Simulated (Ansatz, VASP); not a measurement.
## FePdC4N4: VASP beside Ansatz

INCAR

```
SYSTEM = FePdC4N4
ALGO = Normal ; EDIFF = 1E-6
ENCUT = 520 ; GGA = PE
ISIF = 2 ; ISMEAR = 0
ISPIN = 2 ; LASPH = .True.
LCHARG = .False. ; LMAXMIX = 4
LORBIT = 11 ; LREAL = .False.
LWAVE = .False. ; MAGMOM = 4 0 0 0 0 0 0 0 0 0
NBANDS = 42 ; NELM = 150
PREC = Accurate ; SIGMA = 0.1
```

KPOINTS

```
k-points
0
Gamma
  4 4 4
  0 0 0
```

The input POSCAR:

```
FePdC4N4
1.0
    5.9328513700      0.0000000000      0.0000000000
    0.0000000000      5.9328513700      0.0000000000
    0.0000000000      0.0000000000      5.9328513700
Fe Pd C N
1 1 4 4
Direct
    0.0000000000      0.0000000000      0.0000000000
    0.5000000000      0.5000000000      0.5000000000
    0.1885947800      0.1885947800      0.1885947800
    0.1885947800      0.8114052200      0.8114052200
    0.8114052200      0.1885947800      0.8114052200
    0.8114052200      0.8114052200      0.1885947800
    0.3024523200      0.3024523200      0.3024523200
    0.3024523200      0.6975476800      0.6975476800
    0.6975476800      0.3024523200      0.6975476800
    0.6975476800      0.6975476800      0.3024523200
```

Input for Ansatz:

```yaml
crystal:
  lattice:
    - [5.93285137, 0.0, 0.0]
    - [0.0, 5.93285137, 0.0]
    - [0.0, 0.0, 5.93285137]
  atoms:
    - { symbol: Fe, position: [0.0, 0.0, 0.0], spin: 4.0 }
    - { symbol: Pd, position: [0.5, 0.5, 0.5] }
    - { symbol: C, position: [0.18859478, 0.18859478, 0.18859478] }
    - { symbol: C, position: [0.18859478, 0.81140522, 0.81140522] }
    - { symbol: C, position: [0.81140522, 0.18859478, 0.81140522] }
    - { symbol: C, position: [0.81140522, 0.81140522, 0.18859478] }
    - { symbol: "N", position: [0.30245232, 0.30245232, 0.30245232] }
    - { symbol: "N", position: [0.30245232, 0.69754768, 0.69754768] }
    - { symbol: "N", position: [0.69754768, 0.30245232, 0.69754768] }
    - { symbol: "N", position: [0.69754768, 0.69754768, 0.30245232] }
basis:
  ecutwfc: 420
kpoints:
  mp_grid: { grid: [4, 4, 4] }
hamiltonian:
  xc: pbe
scf:
  occupations: { method: gaussian, width: 0.1 }
  lower_state_search: "off"
output:
  forces: true
  stress: true
  eigenvalues: true
  populations: true
magnetization:
  spin_polarized: true
```

Alike in both runs: task single point; functional PBE; k mesh 4 × 4 × 4; occupations gaussian, width 0.1 eV; collinear spin.

```csv
,VASP,Ansatz
version,VASP 6.6.1,Ansatz 0.2.0
potentials or method,"VASP PAW PBE potentials, release 64 (Fe, Pd, C, N), cutoff 520 eV","scalar-relativistic, plane waves, PAW"
valence electrons in the cell,54,70
```

|  | VASP | Ansatz | Ansatz less VASP |
| --- | --- | --- | --- |
| gap on the k mesh at the Fermi level (eV) | none | none | - |
| pressure (GPa) | 2.3 | 2.0 | -0.34 |
| rms of the force components (eV/Å) | 0.355 | 0.210 | -0.1449 |
| net moment per atom (μB) | 0.48 | 0.30 | -0.177 |
| size of the moment on the site where the two differ most (μB) | 3.17 | 2.73 | -0.430 |

The net moments are unlike, so the other rows may belong to different states. Site moments also hang on the region over which each program counts them. Atom by atom the forces differ by 0.162 eV/Å (rms over components). A gap of «none» marks a metal or a gap that the smearing closes. VASP's potentials hold 54 valence electrons a cell and Ansatz's 70, so a difference there can come from the potentials and not from the codes.

Noted on VASP's run: the standard files for N, O and F lose accuracy on very short bonds.
